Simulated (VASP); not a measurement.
# BaZrO3 (Pm-3m) in VASP: notebook

Runs on BaZrO3. Level: LDA. Tasks: single point.

All numbers are computed with VASP 6.6.1; they aren't measurements. Logs are shortened: lines on timing, memory, paths and dates and some standing lists are left out, and cuts for length are marked.

### Step 1. The cell of the first run

It takes space group Pm-3m (No. 221, cubic). The conventional cell has a = 4.078 Å, b = 4.078 Å, c = 4.078 Å, α = 90.00°, β = 90.00°, γ = 90.00°. Ba (site symmetry m-3m) has 12 O at 2.88 Å and 8 Zr at 3.53 Å within 3.8 Å. Within 2.7 Å of Zr (site symmetry m-3m) lie 6 O at 2.04 Å. O (site symmetry 4/mmm) has 2 Zr at 2.04 Å within 2.7 Å.

### Step 2. Single point, LDA

The input, INCAR:

```
SYSTEM = BaZrO3
PREC = Accurate
ENCUT = 910
EDIFF = 1E-6
ISMEAR = 0
SIGMA = 0.01
LREAL = .False.
LASPH = .True.
NELM = 120
ALGO = Normal
ISIF = 2
LWAVE = .False.
LCHARG = .False.
GGA = CA
NBANDS = 28
GGA_COMPAT = .False.
```

The input, KPOINTS:

```
Automatic mesh
0
Gamma
  4 4 4
  0 0 0
```

The input, POSCAR:

```
BaZrO3
1.0
    4.0776548946      0.0000000000      0.0000000000
    0.0000000000      4.0776548946      0.0000000000
    0.0000000000      0.0000000000      4.0776548946
Ba Zr O
1 1 3
Direct
    0.0000000000      0.0000000000      0.0000000000
    0.5000000000      0.5000000000      0.5000000000
    0.0000000000      0.5000000000      0.5000000000
    0.5000000000      0.0000000000      0.5000000000
    0.5000000000      0.5000000000      0.0000000000
```

Potentials or basis: VASP PAW LDA potentials, release 64 (Ba_sv, Zr_sv, O_h).

The run is started by

```bash
$ cat potpaw_LDA.64/Ba_sv/POTCAR potpaw_LDA.64/Zr_sv/POTCAR potpaw_LDA.64/O_h/POTCAR > POTCAR
$ mpirun -np 1 vasp_std > vasp.out
```

OUTCAR:

```text
SYSTEM = BaZrO3
   PREC = Accurate
   ENCUT = 910
   EDIFF = 1E-6
   ISMEAR = 0
   LREAL = .False.
   LASPH = .True.
   NELM = 120
   ISIF = 2
   GGA = CA

 ion  position               nearest neighbor table
   1  0.000  0.000  0.000-   3 2.88   4 2.88   5 2.88   3 2.88   4 2.88   3 2.88   5 2.88   3 2.88
                             4 2.88   5 2.88   4 2.88   5 2.88   2 3.53   2 3.53   2 3.53   2 3.53
   2  0.500  0.500  0.500-   3 2.04   4 2.04   5 2.04   5 2.04   4 2.04   3 2.04   1 3.53   1 3.53
                             1 3.53   1 3.53   1 3.53   1 3.53   1 3.53   1 3.53
   3  0.000  0.500  0.500-   2 2.04   2 2.04   1 2.88   1 2.88   1 2.88   1 2.88
   4  0.500  0.000  0.500-   2 2.04   2 2.04   1 2.88   1 2.88   1 2.88   1 2.88
   5  0.500  0.500  0.000-   2 2.04   2 2.04   1 2.88   1 2.88   1 2.88   1 2.88

  LATTYP: Found a simple cubic cell.
 ALAT       =     4.0776548946

  Lattice vectors:

 A1 = (   4.0776548946,   0.0000000000,   0.0000000000)
 A2 = (   0.0000000000,   4.0776548946,   0.0000000000)
 A3 = (   0.0000000000,   0.0000000000,   4.0776548946)

Analysis of symmetry for initial positions (statically):
=====================================================================
 Subroutine PRICEL returns:
 Original cell was already a primitive cell.

 Routine SETGRP: Setting up the symmetry group for a
 simple cubic supercell.

 Subroutine GETGRP returns: Found 48 space group operations
 (whereof 48 operations were pure point group operations)
 out of a pool of 48 trial point group operations.

The static configuration has the point symmetry O_h .

Analysis of symmetry for dynamics (positions and initial velocities):
=====================================================================
 Subroutine PRICEL returns:
 Original cell was already a primitive cell.

 Routine SETGRP: Setting up the symmetry group for a
 simple cubic supercell.

 Subroutine GETGRP returns: Found 48 space group operations
 (whereof 48 operations were pure point group operations)
 out of a pool of 48 trial point group operations.

The dynamic configuration has the point symmetry O_h .

 Subroutine INISYM returns: Found 48 space group operations
 (whereof 48 operations are pure point group operations),
 and found     1 'primitive' translations

----------------------------------------------------------------------------------------

[... 75 lines left out ...]
   ISTART =      0    job   : 0-new  1-cont  2-samecut
   ICHARG =      2    charge: 1-file 2-atom 10-const
   ISPIN  =      1    spin polarized calculation?
   LNONCOLLINEAR =      F non collinear calculations
   LSORBIT =      F    spin-orbit coupling
   LASPH  =      T    aspherical Exc in radial PAW
   ENCUT  =  910.0 eV  66.88 Ry    8.18 a.u.  10.03 10.03 10.03*2*pi/ulx,y,z
   NELM   =    120;   NELMIN=  2; NELMDL= -5     # of ELM steps
   EDIFF  = 0.1E-05   stopping-criterion for ELM
   LREAL  =      F    real-space projection
[... 7 lines left out ...]
   TEBEG  =    0.0;   TEEND  =   0.0 temperature during run
   PSTRESS=    0.0 pullay stress
   NELECT =      40.0000    total number of electrons
   NUPDOWN=      -1.0000    fix difference up-down
   EMIN   =  10.00;   EMAX   =-10.00  energy-range for DOS
   EFERMI =   0.00;   METHOD = LEGACY
   ISMEAR =     0;   SIGMA  =   0.01  broadening in eV -4-tet -1-fermi 0-gaus
   EFERMI_NEDOS =   21; number of points for ismear=-14 and -15
   IALGO  =     38    algorithm
   IMIX   =      4    mixing-type and parameters
     AMIX     =   0.40;   BMIX     =  1.00
     AMIX_MAG =   1.60;   BMIX_MAG =  1.00
  volume/ion in A,a.u.               =      13.56        91.51
  Fermi-wavevector in a.u.,A,eV,Ry     =   1.373044  2.594676 25.650370  1.885249
  Thomas-Fermi vector in A             =   2.498596
   LORBIT       =      0    0 simple, 1 ext, 2 COOP (PROOUT), +10 PAW based schemes
   GGA     = CA    functional components
   LHFCALC =     F    Hartree Fock is set to
   AEXX    =    0.0000 exact exchange contribution
   IVDW    =     0    specifies the selected vdW correction
   LEPSILON=     F    determine dielectric tensor
   LRPA    =     F    only Hartree local field effects (RPA)
 non-spin polarized calculation
 Gauss-broadening in eV      SIGMA  =   0.01
  energy-cutoff  :      910.00
  volume of cell :       67.80
 maximum number of plane-waves:      4260
   NGX = 21   NGY = 21   NGZ = 21

 number of electron      39.9999988 magnetization

 Free energy of the ion-electron system (eV)
  ---------------------------------------------------
  ext. energy  EPLUGINS =         0.00000000
  ---------------------------------------------------
  free energy    TOTEN  =       -45.60553978 eV

  energy without entropy =      -45.60553978  energy(sigma->0) =      -45.60553978

 E-fermi :   4.5527     XC(G=0): -11.6530

 val. band max:        4.4373519134   @ k =   0.5000   0.5000   0.5000
 cond. band min:       7.6632896325   @ k =   0.0000   0.0000   0.0000
 fundamental gap:      3.2259377190
 Fermi energy:         4.5526549186

 k-point     1 :       0.0000    0.0000    0.0000
  band No.  band energies     occupation
      1     -41.7283      2.00000
      2     -20.4711      2.00000
      3     -20.1949      2.00000
      4     -20.1949      2.00000
      5     -20.1949      2.00000
      6     -11.7448      2.00000
[... 299 lines left out ...]
     27      14.1685      0.00000
     28      14.1685      0.00000

------------------------ aborting loop because EDIFF is reached ----------------------------------------

  FORCE on cell =-STRESS in cart. coord.  units (eV):
  Direction    XX          YY          ZZ          XY          YZ          ZX
  --------------------------------------------------------------------------------------
  -------------------------------------------------------------------------------------
  Total        4.8944804      4.8944804      4.8944804     -0.0000000     -0.0000000      0.0000000
  in kB      115.6606885    115.6606885    115.6606885     -0.0000000     -0.0000000      0.0000000
  external PRESSURE =     115.6606885 kB  Pullay stress =       0.0000000 kB

 VOLUME and BASIS-vectors are now :
 -----------------------------------------------------------------------------
  energy-cutoff  :      910.00
  volume of cell :       67.80
      direct lattice vectors                 reciprocal lattice vectors
     4.077654895  0.000000000  0.000000000     0.245238998  0.000000000  0.000000000
     0.000000000  4.077654895  0.000000000     0.000000000  0.245238998  0.000000000
     0.000000000  0.000000000  4.077654895     0.000000000  0.000000000  0.245238998

 POSITION                                       TOTAL-FORCE (eV/Angst)
 -----------------------------------------------------------------------------------
      0.00000      0.00000      0.00000         0.000000      0.000000      0.000000
      2.03883      2.03883      2.03883         0.000000      0.000000      0.000000
      0.00000      2.03883      2.03883         0.000000      0.000000      0.000000
      2.03883      0.00000      2.03883         0.000000      0.000000      0.000000
      2.03883      2.03883      0.00000         0.000000      0.000000      0.000000
 -----------------------------------------------------------------------------------
    total drift:                                0.000000      0.000000     -0.000000

  FREE ENERGIE OF THE ION-ELECTRON SYSTEM (eV)
  ---------------------------------------------------
  free  energy   TOTEN  =       -45.6055397754 eV

  energy  without entropy=      -45.6055397754  energy(sigma->0) =      -45.60553978
```

OSZICAR:

```text
N       E                     dE             d eps       ncg     rms          rms(c)
DAV:   1     0.449423460448E+03    0.44942E+03   -0.30380E+04   560   0.221E+03
DAV:   2    -0.445834549994E+01   -0.45388E+03   -0.43601E+03   700   0.434E+02
DAV:   3    -0.511148125623E+02   -0.46656E+02   -0.46205E+02   796   0.131E+02
DAV:   4    -0.527488630775E+02   -0.16341E+01   -0.16312E+01   836   0.213E+01
DAV:   5    -0.527840526089E+02   -0.35190E-01   -0.35158E-01   752   0.265E+00    0.348E+01
DAV:   6    -0.457768909884E+02    0.70072E+01   -0.35228E+01   736   0.380E+01    0.160E+01
DAV:   7    -0.456668679747E+02    0.11002E+00   -0.26631E+00   772   0.919E+00    0.969E+00
DAV:   8    -0.456096708578E+02    0.57197E-01   -0.29451E-01   676   0.441E+00    0.782E-01
DAV:   9    -0.456057505187E+02    0.39203E-02   -0.53198E-02   780   0.127E+00    0.509E-01
DAV:  10    -0.456057419130E+02    0.86057E-05   -0.98172E-03   748   0.804E-01    0.252E-01
DAV:  11    -0.456055410354E+02    0.20088E-03   -0.13718E-03   684   0.307E-01    0.285E-02
DAV:  12    -0.456055399675E+02    0.10678E-05   -0.76420E-05   800   0.572E-02    0.164E-02
DAV:  13    -0.456055397754E+02    0.19213E-06   -0.26432E-06   640   0.122E-02
   1 F= -.45605540E+02 E0= -.45605540E+02  d E =-.482900E-61
```

Wall time 27 s (1 thread of Intel Xeon Platinum 8259CL at 2.50GHz (Skylake/Cascade Lake), shared host); peak memory 0.22 GiB.

What came out:

```yaml
Free_energy: -45.6055 eV
Pressure: 11.6 GPa
Band_gap_on_the_k_mesh: 3.23 eV, indirect (least direct gap 3.32 eV)
```

Caveat: the cutoff is under 1.25 times the usual one of these potentials, so pressure, stress and relaxed cells hold a basis-set (Pulay) error; spin-orbit coupling is left out, which moves the levels of the heavy elements. A k mesh can miss the band edges.

(Part 1 of 2 ends here.)
